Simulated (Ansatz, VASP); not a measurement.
**One calculation of C, two programs**

INCAR

```
SYSTEM = C
PREC     = Accurate       ! precision mode
ENCUT    = 600            ! plane-wave cutoff, eV
EDIFF    = 1E-7           ! SCF threshold, eV
ISMEAR   = -1             ! smearing method
SIGMA    = 0.05           ! smearing width, eV
LREAL    = .FALSE.        ! projectors in reciprocal space
LASPH    = .TRUE.         ! aspherical terms in the spheres
NELM     = 100            ! most SCF steps
ALGO     = Normal         ! electronic algorithm
ISIF     = 3              ! what is computed and relaxed
LWAVE    = .FALSE.        ! write WAVECAR
LCHARG   = .FALSE.        ! write CHGCAR
GGA      = PE             ! functional
IVDW     = 13             ! dispersion correction
IBRION   = 2              ! ionic algorithm
NSW      = 80             ! ionic steps
EDIFFG   = -0.01          ! ionic threshold
```

File KPOINTS:

```
regular mesh
0
G
  13 13 13
  0 0 0
```

Contents of POSCAR:

```
C
1.0
    0.0000000000      1.7833700000      1.7833700000
    1.7833700000      0.0000000000      1.7833700000
    1.7833700000      1.7833700000      0.0000000000
C
2
Direct
    0.7500000000      0.7500000000      0.7500000000
    0.5000000000      0.5000000000      0.5000000000
```

input.yaml

```yaml
crystal:
  lattice:
    - [0.0, 1.78337, 1.78337]
    - [1.78337, 0.0, 1.78337]
    - [1.78337, 1.78337, 0.0]
  atoms:
    - { symbol: C, position: [0.75, 0.75, 0.75] }
    - { symbol: C, position: [0.5, 0.5, 0.5] }
kpoints:
  mp_grid: { grid: [13, 13, 13] }
scf:
  occupations: { method: fermi_dirac, width: 0.05 }
hamiltonian:
  xc: pbe
  dispersion: d4
  pseudopotentials: { kind: all_electron, lapw: { basis_error: 0.001 } }
output:
  forces: true
  stress: true
relax:
  f_tol: 0.01
  max_steps: 60
  cell: {}
```

Alike in both runs: task relaxation of cell and atoms; functional PBE; dispersion D4; k mesh 13 × 13 × 13; occupations fermi-dirac, width 0.05 eV; no spin polarisation.

```csv
,VASP,Ansatz
version,VASP 6.6.1,Ansatz 0.2.0
potentials or method,"VASP PAW PBE potentials, release 64 (C), cutoff 600 eV","all-electron LAPW, scalar-relativistic"
```

|  | VASP | Ansatz | Ansatz less VASP |
| --- | --- | --- | --- |
| relaxed volume (Å³/atom) | 5.63 | 5.63 | 0.000 |
| relaxed cell length with the largest relative difference (Å) | 2.515 | 2.515 | -0.0001 |

Ansatz ran all-electron here, and VASP with PAW potentials.
